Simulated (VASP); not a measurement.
# W8C8NO in VASP: further runs

The runs below take W8C8NO through single point, with PBE+D3(BJ).

Everything below comes from runs of VASP 6.6.1. Logs are shortened: lines on timing, memory, paths and dates and some standing lists are left out, and cuts for length are marked.

### 1 The cell of the first run

The cell holds a slab with vacuum, 18 atoms: a = 5.714 Å, b = 5.604 Å, c = 16.123 Å, α = 90.00°, β = 90.00°, γ = 90.00°.

### 2 Single point, PBE+D3(BJ)

The input, INCAR:

```
SYSTEM = W8C8NO
PREC = Accurate
ENCUT = 520
EDIFF = 1E-7
ISMEAR = 0
SIGMA = 0.05
LREAL = Auto
LASPH = .TRUE.
NELM = 80
ALGO = Normal
ISIF = 2
LWAVE = .FALSE.
LCHARG = .TRUE.
GGA = PE
IVDW = 12
LELF = .TRUE.
LVHAR = .TRUE.
NBANDS = 92
```

The input, KPOINTS:

```
regular mesh
0
G
  4 5 1
  0 0 0
```

The input, POSCAR:

```
W8C8NO
1.0
    5.7136600000      0.0000000000      0.0000000000
    0.0000000000      5.6044600000      0.0000000000
    0.0000000000      0.0000000000     16.1234790000
W C N O
8 8 1 1
Direct
    0.0000000000      0.0000000000      0.0620213541
    0.2534844565      0.0043749086      0.2162916577
    0.0000000000      0.5000000000      0.0620213541
    0.2544176587      0.4992950257      0.2165320524
    0.5000000000      0.0000000000      0.0620213541
    0.7441123553      0.0082018607      0.2163111944
    0.5000000000      0.5000000000      0.0620213541
    0.7453574416      0.5004335833      0.2161168195
    0.4999193162      0.2525672411      0.1543688555
    0.4839491674      0.2422429636      0.2918458231
    0.4991887862      0.7513653412      0.1592880792
    0.3047433694      0.7510000964      0.3129355643
    1.0002936822      0.2505868540      0.1637630439
    0.5242608066      0.3069799767      0.3698781138
    0.9977426028      0.7507015841      0.1636296360
    0.7011449754      0.7622832530      0.3118690451
    0.5003099589      0.7793641136      0.3549940432
    0.5590756188      0.4044839289      0.4319715987
```

Potentials or basis: VASP PAW PBE potentials, release 64 (W_sv, C, N, O).

Launch:

```sh
$ cat potpaw_PBE.64/W_sv/POTCAR potpaw_PBE.64/C/POTCAR potpaw_PBE.64/N/POTCAR potpaw_PBE.64/O/POTCAR > POTCAR
$ mpirun -np 1 vasp_std > vasp.out
```

OUTCAR:

```text
SYSTEM = W8C8NO
   PREC = Accurate
   ENCUT = 520
   EDIFF = 1E-7
   ISMEAR = 0
   LREAL = Auto
   LASPH = .TRUE.
   NELM = 80
   ISIF = 2
   GGA = PE
   IVDW = 12
 IVDW          = 12

 ion  position               nearest neighbor table
   1  0.000  0.000  0.062-  15 2.15  13 2.16   3 2.80   3 2.80   5 2.86   5 2.86   2 2.88   6 2.89

   2  0.253  0.004  0.216-  12 2.13  13 2.17  11 2.20  15 2.21   9 2.22  10 2.23   4 2.77   6 2.80
                             4 2.83   5 2.86   1 2.88   6 2.91
   3  0.000  0.500  0.062-  13 2.16  15 2.16   1 2.80   1 2.80   7 2.86   7 2.86   8 2.88   4 2.88

   4  0.254  0.499  0.217-  12 2.12  13 2.19  11 2.19  15 2.21   9 2.21  10 2.30   2 2.77   8 2.81
                             2 2.83   7 2.86   3 2.88   8 2.91
   5  0.500  0.000  0.062-   9 2.05  11 2.10   7 2.80   7 2.80   6 2.85   1 2.86   1 2.86   2 2.86

   6  0.744  0.008  0.216-  16 2.08  13 2.17   9 2.20  11 2.21  15 2.21  10 2.33   8 2.76   2 2.80
                             8 2.85   5 2.85   1 2.89   2 2.91
   7  0.500  0.500  0.062-   9 2.03  11 2.11   5 2.80   5 2.80   8 2.85   3 2.86   3 2.86   4 2.86

   8  0.745  0.500  0.216-  16 2.14  15 2.18  13 2.19  11 2.19   9 2.21  10 2.41   6 2.76   4 2.81
                             6 2.85   7 2.85   3 2.88   4 2.91
   9  0.500  0.253  0.154-   7 2.03   5 2.05   6 2.20   4 2.21   8 2.21   2 2.22
  10  0.484  0.242  0.292-  14 1.33   2 2.23   4 2.30   6 2.33   8 2.41
  11  0.499  0.751  0.159-   5 2.10   7 2.11   8 2.19   4 2.19   2 2.20   6 2.21
  12  0.305  0.751  0.313-  17 1.32   4 2.12   2 2.13
  13  0.000  0.251  0.164-   3 2.16   1 2.16   6 2.17   2 2.17   4 2.19   8 2.19
  14  0.524  0.307  0.370-  18 1.16  10 1.33
  15  0.998  0.751  0.164-   1 2.15   3 2.16   8 2.18   4 2.21   2 2.21   6 2.21
  16  0.701  0.762  0.312-  17 1.35   6 2.08   8 2.14
  17  0.500  0.779  0.355-  12 1.32  16 1.35
  18  0.559  0.404  0.432-  14 1.16

  LATTYP: Found a simple orthorhombic cell.
 ALAT       =     5.6044600000
 B/A-ratio  =     1.0194844820
 C/A-ratio  =     2.8769014321

  Lattice vectors:

 A1 = (   0.0000000000,  -5.6044600000,   0.0000000000)
 A2 = (   5.7136600000,   0.0000000000,   0.0000000000)
 A3 = (   0.0000000000,   0.0000000000,  16.1234790000)

Analysis of symmetry for initial positions (statically):
=====================================================================
 Subroutine PRICEL returns:
 Original cell was already a primitive cell.

 Routine SETGRP: Setting up the symmetry group for a
 simple orthorhombic supercell.

 Subroutine GETGRP returns: Found  1 space group operations
 (whereof  1 operations were pure point group operations)
 out of a pool of  8 trial point group operations.

The static configuration has the point symmetry C_1 .

Analysis of symmetry for dynamics (positions and initial velocities):
=====================================================================
 Subroutine PRICEL returns:
 Original cell was already a primitive cell.

 Routine SETGRP: Setting up the symmetry group for a
 simple orthorhombic supercell.

 Subroutine GETGRP returns: Found  1 space group operations
 (whereof  1 operations were pure point group operations)
 out of a pool of  8 trial point group operations.

The dynamic configuration has the point symmetry C_1 .

 Subroutine INISYM returns: Found  1 space group operations
 (whereof  1 operations are pure point group operations),
 and found     1 'primitive' translations

----------------------------------------------------------------------------------------

                                     Primitive cell

  volume of cell :     516.3057

  direct lattice vectors                    reciprocal lattice vectors
     5.713660000  0.000000000  0.000000000     0.175019165  0.000000000  0.000000000
     0.000000000  5.604460000  0.000000000     0.000000000  0.178429322  0.000000000
     0.000000000  0.000000000 16.123479000     0.000000000  0.000000000  0.062021354

  length of vectors
     5.713660000  5.604460000 16.123479000     0.175019165  0.178429322  0.062021354

  position of ions in fractional coordinates (direct lattice)
     0.000000000  0.000000000  0.062021354
     0.253484456  0.004374909  0.216291658
     0.000000000  0.500000000  0.062021354
     0.254417659  0.499295026  0.216532052
     0.500000000  0.000000000  0.062021354
     0.744112355  0.008201861  0.216311194
[... 10 lines left out ...]
     0.500309959  0.779364114  0.354994043
     0.559075619  0.404483929  0.431971599

  ion indices of the primitive-cell ions
   primitive index   ion index
                 1           1
                 2           2
                 3           3
                 4           4
                 5           5
                 6           6
[... 10 lines left out ...]
                17          17
                18          18

----------------------------------------------------------------------------------------

 KPOINTS: regular mesh

Automatic generation of k-mesh.
 Grid dimensions read from file:
 generate k-points for:    4    5    1

 Generating k-lattice:

  Cartesian coordinates                     Fractional coordinates (reciprocal lattice)
     0.043754791  0.000000000  0.000000000     0.250000000  0.000000000  0.000000000
     0.000000000  0.035685864  0.000000000     0.000000000  0.200000000  0.000000000
     0.000000000  0.000000000  0.062021354     0.000000000  0.000000000  1.000000000

  Length of vectors
     0.043754791  0.035685864  0.062021354

  Shift w.r.t. Gamma in fractional coordinates (k-lattice)
     0.000000000  0.000000000  0.000000000

 Subroutine IBZKPT returns following result:
 ===========================================

 Found     11 irreducible k-points:

 Following reciprocal coordinates:
            Coordinates               Weight
  0.000000  0.000000  0.000000      1.000000
  0.250000  0.000000  0.000000      2.000000
  0.500000  0.000000  0.000000      1.000000
  0.000000  0.200000  0.000000      2.000000
  0.250000  0.200000  0.000000      2.000000
 -0.250000  0.200000  0.000000      2.000000
  0.500000  0.200000  0.000000      2.000000
  0.000000  0.400000  0.000000      2.000000
  0.250000  0.400000  0.000000      2.000000
 -0.250000  0.400000  0.000000      2.000000
  0.500000  0.400000  0.000000      2.000000
   k-points           NKPTS =     11   k-points in BZ     NKDIM =     11   number of bands    NBANDS=     92
   number of dos      NEDOS =    301   number of ions     NIONS =     18
   total plane-waves  NPLWV = 211680
   dimension x,y,z NGX =    42 NGY =   42 NGZ =  120
   dimension x,y,z NGXF=    84 NGYF=   84 NGZF=  240
   ions per type =               8   8   1   1
   NGX,Y,Z   is equivalent  to a cutoff of  12.22, 12.46, 12.37 a.u.
   NGXF,Y,Z  is equivalent  to a cutoff of  24.44, 24.92, 24.75 a.u.
 SYSTEM =  W8C8NO
   PREC   = accura    normal or accurate (medium, high low for compatibility)
   ISTART =      0    job   : 0-new  1-cont  2-samecut
   ICHARG =      2    charge: 1-file 2-atom 10-const
   ISPIN  =      1    spin polarized calculation?
   LNONCOLLINEAR =      F non collinear calculations
   LSORBIT =      F    spin-orbit coupling
   LASPH  =      T    aspherical Exc in radial PAW
   ENCUT  =  520.0 eV  38.22 Ry    6.18 a.u.  10.62 10.42 29.98*2*pi/ulx,y,z
   NELM   =     80;   NELMIN=  2; NELMDL= -5     # of ELM steps
   EDIFF  = 0.1E-06   stopping-criterion for ELM
   LREAL  =      T    real-space projection
   EDIFFG = 0.1E-05   stopping-criterion for IOM
   NSW    =      0    number of steps for IOM
   IBRION =     -1    ionic relax: 0-MD 1-quasi-New 2-CG
   NFREE  =      0    steps in history (QN), initial steepest desc. (CG)
   ISIF   =      2    stress and relaxation
   ISYM   =      2    0-nonsym 1-usesym 2-fastsym
   POTIM  = 0.5000    time-step for ionic-motion
   TEBEG  =    0.0;   TEEND  =   0.0 temperature during run
   PSTRESS=    0.0 pullay stress
   NELECT =     155.0000    total number of electrons
   NUPDOWN=      -1.0000    fix difference up-down
   EMIN   =  10.00;   EMAX   =-10.00  energy-range for DOS
   EFERMI =   0.00;   METHOD = LEGACY
   ISMEAR =     0;   SIGMA  =   0.05  broadening in eV -4-tet -1-fermi 0-gaus
   EFERMI_NEDOS =   21; number of points for ismear=-14 and -15
   IALGO  =     38    algorithm
   IMIX   =      4    mixing-type and parameters
     AMIX     =   0.40;   BMIX     =  1.00
     AMIX_MAG =   1.60;   BMIX_MAG =  1.00
  volume/ion in A,a.u.               =      28.68       193.57
  Fermi-wavevector in a.u.,A,eV,Ry     =   1.096183  2.071486 16.348996  1.201617
  Thomas-Fermi vector in A             =   2.232520
   LORBIT       =      0    0 simple, 1 ext, 2 COOP (PROOUT), +10 PAW based schemes
   GGA     = PE    functional components
   LHFCALC =     F    Hartree Fock is set to
   AEXX    =    0.0000 exact exchange contribution
   IVDW    =    12    specifies the selected vdW correction
   LEPSILON=     F    determine dielectric tensor
   LRPA    =     F    only Hartree local field effects (RPA)
 non-spin polarized calculation
 Gauss-broadening in eV      SIGMA  =   0.05
  energy-cutoff  :      520.00
  volume of cell :      516.31
 maximum number of plane-waves:     13955
   NGX = 21   NGY = 21   NGZ = 59

 number of electron     154.9999982 magnetization

 Free energy of the ion-electron system (eV)
  ---------------------------------------------------
  ext. energy  EPLUGINS =         0.00000000
  ---------------------------------------------------
  free energy    TOTEN  =      -175.01420900 eV

  energy without entropy =     -174.99819282  energy(sigma->0) =     -175.00620091

 E-fermi :   0.7874     XC(G=0):  -6.1920

 val. band max:        0.7862232822   @ k =   0.5000   0.2000   0.0000
 cond. band min:       0.7888937848   @ k =   0.5000   0.4000   0.0000
 fundamental gap:      0.0026705026
 Fermi energy:         0.7874250529

 k-point     1 :       0.0000    0.0000    0.0000
  band No.  band energies     occupation
      1     -73.6184      2.00000
      2     -73.5782      2.00000
      3     -73.5522      2.00000
      4     -73.5191      2.00000
      5     -73.5140      2.00000
      6     -73.4835      2.00000
[... 1001 lines left out ...]
     88       1.9871      0.00000
     89       2.0726      0.00000
 [bands above 89 left out]

------------------------ aborting loop because EDIFF is reached ----------------------------------------

 Edisp (eV)   -4.53990

 E8    (eV) :    -2.1156

  FORCE on cell =-STRESS in cart. coord.  units (eV):
  Direction    XX          YY          ZZ          XY          YZ          ZX
  --------------------------------------------------------------------------------------
  -------------------------------------------------------------------------------------
  Total     -16.72293    -2.51890     5.21091    -0.02075    -2.58360     1.03147
  in kB     -51.89386    -7.81654    16.17026    -0.06438    -8.01732     3.20080
  external pressure =      -14.51 kB  Pullay stress =        0.00 kB

 VOLUME and BASIS-vectors are now :
 -----------------------------------------------------------------------------
  energy-cutoff  :      520.00
  volume of cell :      516.31
      direct lattice vectors                 reciprocal lattice vectors
     5.713660000  0.000000000  0.000000000     0.175019165  0.000000000  0.000000000
     0.000000000  5.604460000  0.000000000     0.000000000  0.178429322  0.000000000
     0.000000000  0.000000000 16.123479000     0.000000000  0.000000000  0.062021354

 POSITION                                       TOTAL-FORCE (eV/Angst)
 -----------------------------------------------------------------------------------
      0.00000      0.00000      1.00000        -0.034164     -0.182545      0.684661
      1.44832      0.02452      3.48737         0.045373      0.102074      0.094387
      0.00000      2.80223      1.00000        -0.027889      0.359660      0.520405
      1.45366      2.79828      3.49125        -0.039658     -0.029505     -0.025463
      2.85683      0.00000      1.00000        -0.041068     -0.378558     -1.089249
      4.25160      0.04597      3.48769         0.033652     -0.063692      0.041570
[... 10 lines left out ...]
      2.85860      4.36792      5.72374         0.327255      0.008083     -1.029110
      3.19437      2.26691      6.96489         0.213934     -0.400842      1.432211
 -----------------------------------------------------------------------------------
    total drift:                                0.017266     -0.018753     -0.018424

  FREE ENERGIE OF THE ION-ELECTRON SYSTEM (eV)
  ---------------------------------------------------
  free  energy   TOTEN  =      -179.5541041695 eV

  energy  without entropy=     -179.5380879951  energy(sigma->0) =     -179.54609608
```

Run time: 45 min. Hardware: 1 thread of Intel Xeon 8259CL, shared host; peak memory 0.69 GiB.

Results:

* Free energy: -179.5541 eV
* Largest force: 1.503 eV/Å
* Band gap on the k mesh: zero (an odd number of electrons rules out a gap without spin polarisation)
* Dispersion energy per atom: -0.252 eV

Forces in eV/Å, atoms in the order of the input:
```
W   -0.034 -0.183  0.685
W    0.045  0.102  0.094
W   -0.028  0.360  0.520
W   -0.040 -0.030 -0.025
W   -0.041 -0.379 -1.089
W    0.034 -0.064  0.042
W   -0.030  0.575 -1.032
W   -0.056 -0.044  0.004
C   -0.023 -0.036 -0.024
C    0.259  0.098 -0.308
C   -0.051  0.012  0.003
C    0.094  0.144  0.376
C   -0.017  0.023 -0.030
C   -0.231 -0.201 -0.257
C    0.028  0.059  0.009
C   -0.451 -0.045  0.630
N    0.327  0.008 -1.029
O    0.214 -0.401  1.432
```

Caveat: there is no dipole correction, which matters where the two faces differ; spin-orbit coupling is left out, which moves the levels of the heavy elements; an odd number of electrons without spin polarisation forces a metal; a magnetic or distorted state may lie lower.

### 3 Single point, PBE+D3(BJ)

The input, INCAR:

```
  PREC = Accurate
  ENCUT = 520
  EDIFF = 1E-6
  ISMEAR = 0
  SIGMA = 0.05
  LREAL = Auto
  LASPH = True
  NELM = 60
  ALGO = Normal
  ISIF = 2
  LWAVE = False
  LCHARG = False
  GGA = PE
  IVDW = 12
  NBANDS = 92
```

The input, KPOINTS:

```
Automatic mesh
0
Gamma
  4 5 1
```

The input, POSCAR:

```
W8C8NO
1.0
    5.7136600000      0.0000000000      0.0000000000
    0.0000000000      5.6044600000      0.0000000000
    0.0000000000      0.0000000000     16.1234790000
W C N O
8 8 1 1
Direct
    0.0000000000      0.0000000000      0.0620214161
    0.2516996111     -0.0057752219      0.2193770960
    0.0000000000      0.5000000000      0.0620214161
    0.2630294767      0.4934398675      0.2204273036
    0.5000000000      0.0000000000      0.0620214161
    0.7407721145      0.0095743390      0.2183121893
    0.5000000000      0.5000000000      0.0620214161
    0.7520654012      0.5062976629      0.2185001140
    0.5042228624      0.2563023021      0.1586156437
    0.4144378559      0.1890201732      0.3047816169
    0.4994686418      0.7481189981      0.1590521500
    0.3092756657      0.7412494692      0.3123542382
    1.0005560359      0.2504173462      0.1648039483
    0.5686724446      0.3636774997      0.3258542403
    0.9993603050      0.7491719095      0.1624590450
    0.6981493474      0.7736463459      0.3115443633
    0.5101255587      0.7375884563      0.3669801040
    0.5306882104      0.5053646560      0.3997952303
```

Potentials or basis: VASP PAW PBE potentials, release 64 (W_sv, C, N, O).

Launch:

```sh
$ cat potpaw_PBE.64/W_sv/POTCAR potpaw_PBE.64/C/POTCAR potpaw_PBE.64/N/POTCAR potpaw_PBE.64/O/POTCAR > POTCAR
$ mpirun -np 1 vasp_std > vasp.out
```

Run time: 21 min. Hardware: 1 thread of Intel Xeon Platinum 8259CL at 2.50GHz (Skylake/Cascade Lake), shared host; peak memory 0.67 GiB.

The run converged. Its results:

| Property | Result |
| --- | --- |
| Free energy | -176.9109 eV |
| Largest force | 1.377 eV/Å |
| Band gap on the k mesh | zero (an odd number of electrons rules out a gap without spin polarisation) |
| Dispersion energy per atom | -0.249 eV |

Forces in eV/Å, atoms in the order of the input:
```
W   -0.036  0.015  0.891
W   -0.131 -0.058  0.036
W    0.243  0.138  0.758
W   -0.107  0.008 -0.060
W   -0.025 -0.121 -0.430
W    0.053  0.086 -0.019
W    0.068  0.136 -1.141
W    0.042  0.037  0.045
C   -0.014  0.009  0.026
C   -0.063  0.091 -0.055
C    0.020  0.009  0.023
C    0.247  0.106  0.255
C    0.015  0.019  0.009
C   -0.529  0.182 -0.042
C   -0.071  0.021  0.006
C   -0.045  0.061  0.160
N    0.080  0.613 -0.490
O    0.251 -1.354  0.028
```

Levels at points of the mesh, in eV from the Fermi level:
```
           k point  band 75  band 76  band 77  band 78  band 79  band 80
(0.00, 0.00, 0.00)    -0.43    -0.05     0.11     0.47     0.56     0.88
(0.50, 0.00, 0.00)    -0.51    -0.27    -0.23    -0.08     0.07     0.21
```

Caveat: there is no dipole correction, which matters where the two faces differ; spin-orbit coupling is left out, which moves the levels of the heavy elements; an odd number of electrons without spin polarisation forces a metal; a magnetic or distorted state may lie lower.

The gap in the log of VASP goes by the Fermi energy; the results here count the filled bands.